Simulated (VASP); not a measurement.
# MgS (I4/mmm) in VASP: a series of runs, part 2 of 3

VASP 6.6.1. Earlier steps stand in the parts before.

### 3 Single point, PBEsol (strain -0.040 along x and y, +0.040 along z)

Input file INCAR:

```
PREC     = Accurate       # precision mode
ENCUT    = 600            # plane-wave cutoff, eV
EDIFF    = 1E-6           # SCF threshold, eV
ISMEAR   = 0              # smearing method
SIGMA    = 0.05           # smearing width, eV
LREAL    = False          # projectors in reciprocal space
LASPH    = True           # aspherical terms in the spheres
NELM     = 120            # most SCF steps
ALGO     = Normal         # electronic algorithm
ISIF     = 2              # what is computed and relaxed
LWAVE    = False          # write WAVECAR
LCHARG   = True           # write CHGCAR
GGA      = PS             # functional
LELF     = True           # ELF
LVHAR    = True         
NBANDS   = 11             # bands
GGA_COMPAT= False
```

Input file KPOINTS:

```
Automatic mesh
0
Gamma
  8 8 8
```

Input file POSCAR:

```
MgS
1.0
    0.0000000000      2.4975840000      2.7057160000
    2.4975840000      0.0000000000      2.7057160000
    2.4975840000      2.4975840000      0.0000000000
Mg S
1 1
Direct
    0.0000000000      0.0000000000      0.0000000000
    0.5000000000      0.5000000000      0.5000000000
```

Potentials or basis: VASP PAW PBE potentials, release 64 (Mg, S).

On the command line:

```sh
$ cat potpaw_PBE.64/Mg/POTCAR potpaw_PBE.64/S/POTCAR > POTCAR
$ mpirun -np 1 vasp_std > vasp.out
```

OUTCAR:

```text
PREC = Accurate
   ENCUT = 600
   EDIFF = 1E-6
   ISMEAR = 0
   LREAL = False
   LASPH = True
   NELM = 120
   ISIF = 2
   GGA = PS

 ion  position               nearest neighbor table
   1  0.000  0.000  0.000-   2 2.50   2 2.50   2 2.50   2 2.50   2 2.71   2 2.71
   2  0.500  0.500  0.500-   1 2.50   1 2.50   1 2.50   1 2.50   1 2.71   1 2.71

  LATTYP: Found a body centered tetragonal cell.
 ALAT       =     3.5321171660
 C/A-ratio  =     1.5320646926

  Lattice vectors:

 A1 = (  -2.4975840000,   0.0000000000,   2.7057160000)
 A2 = (   2.4975840000,   0.0000000000,   2.7057160000)
 A3 = (   0.0000000000,   2.4975840000,  -2.7057160000)

Analysis of symmetry for initial positions (statically):
=====================================================================
 Subroutine PRICEL returns:
 Original cell was already a primitive cell.

 Routine SETGRP: Setting up the symmetry group for a
 body centered tetragonal supercell.

 Subroutine GETGRP returns: Found 16 space group operations
 (whereof 16 operations were pure point group operations)
 out of a pool of 16 trial point group operations.

The static configuration has the point symmetry D_4h.

[... 172 lines left out ...]
      3       3.9497      2.00000
      4       4.2280      2.00000
      5       7.9743      0.00000
      6      11.3482      0.00000
      7      12.2074      0.00000
      8      12.2074      0.00000
      9      13.8178      0.00000
     10      14.9805      0.00000
     11      16.0856      0.00000
[... 309 lines left out ...]
 k-point    24 :       0.3750    0.0000    0.1250
  band No.  band energies     occupation
      1      -7.7694      2.00000
      2       0.0109      2.00000
      3       3.0954      2.00000
      4       3.1519      2.00000
      5       9.1775      0.00000
      6      10.9440      0.00000
      7      11.9352      0.00000
      8      12.3621      0.00000
      9      15.6270      0.00000
     10      17.1188      0.00000
     11      17.3617      0.00000

 [... further k-points ...]

------------------------ aborting loop because EDIFF is reached ----------------------------------------

  FORCE on cell =-STRESS in cart. coord.  units (eV):
  Direction    XX          YY          ZZ          XY          YZ          ZX
  --------------------------------------------------------------------------------------
  -------------------------------------------------------------------------------------
  Total        1.3964824      1.3964824     -0.6180214      0.0000000     -0.0000000      0.0000000
  in kB       66.2817007     66.2817007    -29.3333515      0.0000000     -0.0000000      0.0000000
  external PRESSURE =      34.4100167 kB  Pullay stress =       0.0000000 kB

 VOLUME and BASIS-vectors are now :
 -----------------------------------------------------------------------------
  energy-cutoff  :      600.00
  volume of cell :       33.76
      direct lattice vectors                 reciprocal lattice vectors
     0.000000000  2.497584000  2.705716000    -0.200193467  0.200193467  0.184793970
     2.497584000  0.000000000  2.705716000     0.200193467 -0.200193467  0.184793970
     2.497584000  2.497584000  0.000000000     0.200193467  0.200193467 -0.184793970

 POSITION                                       TOTAL-FORCE (eV/Angst)
 -----------------------------------------------------------------------------------
      0.00000      0.00000      0.00000        -0.000000      0.000000     -0.000000
      2.49758      2.49758      2.70572         0.000000     -0.000000      0.000000
 -----------------------------------------------------------------------------------
    total drift:                               -0.000000     -0.000000      0.000000

  FREE ENERGIE OF THE ION-ELECTRON SYSTEM (eV)
  ---------------------------------------------------
  free  energy   TOTEN  =        -9.0134552097 eV

  energy  without entropy=       -9.0134552097  energy(sigma->0) =       -9.01345521
```

OSZICAR:

```text
N       E                     dE             d eps       ncg     rms          rms(c)
DAV:   1     0.250984728224E+02    0.25098E+02   -0.39580E+03  1338   0.676E+02
DAV:   2    -0.783002999638E+01   -0.32929E+02   -0.31680E+02  1595   0.110E+02
DAV:   3    -0.937263231095E+01   -0.15426E+01   -0.15399E+01  1626   0.249E+01
DAV:   4    -0.938186055940E+01   -0.92282E-02   -0.92272E-02  1573   0.226E+00
DAV:   5    -0.938193576401E+01   -0.75205E-04   -0.75204E-04  1614   0.204E-01    0.434E+00
DAV:   6    -0.905817760635E+01    0.32376E+00   -0.66140E-01  1478   0.322E+00    0.329E+00
DAV:   7    -0.901601053791E+01    0.42167E-01   -0.19025E-01  1555   0.186E+00    0.202E+00
DAV:   8    -0.901368584389E+01    0.23247E-02   -0.98220E-03  1442   0.572E-01    0.776E-01
DAV:   9    -0.901346301851E+01    0.22283E-03   -0.54166E-04  1535   0.131E-01    0.301E-01
DAV:  10    -0.901345538505E+01    0.76335E-05   -0.13590E-04  1516   0.531E-02    0.702E-03
DAV:  11    -0.901345520967E+01    0.17537E-06   -0.28305E-06  1533   0.957E-03
   1 F= -.90134552E+01 E0= -.90134552E+01  d E =-.321747E-18
```

stdout:

```text
POSCAR found type information on POSCAR MgS
 POSCAR found :  2 types and       2 ions
 scaLAPACK will be used
 -----------------------------------------------------------------------------
|                                                                             |
|                                                                             |
|     You enforced a specific xc type in the INCAR file but a different       |
|     I HOPE YOU KNOW WHAT YOU ARE DOING!                                     |
|                                                                             |
 -----------------------------------------------------------------------------

 LDA part: xc-table for (Slater+PW92), standard interpolation
 POSCAR, INCAR and KPOINTS ok, starting setup
 FFT: planning ... GRIDC
 FFT: planning ... GRID_SOFT
 FFT: planning ... GRID
 WAVECAR not read
 entering main loop
```

Wall time 10 s (1 thread of Intel Xeon 6975P-C (Granite Rapids), shared host); peak memory 0.18 GiB.

Results:

* Free energy: -9.0135 eV
* Pressure: 3.4 GPa
* Band gap on the k mesh: 2.52 eV, indirect (least direct gap 3.75 eV)

Stress tensor (GPa, compression positive):
```
 6.63  0.00  0.00
 0.00  6.63  0.00
 0.00  0.00 -2.93
```

Caveat: the cell differs from its parent crystal (strain -0.040 along x and y, +0.040 along z); the PAW data sets were made with another functional, which shifts forces and pressure a little.

(Part 2 of 3 ends here.)
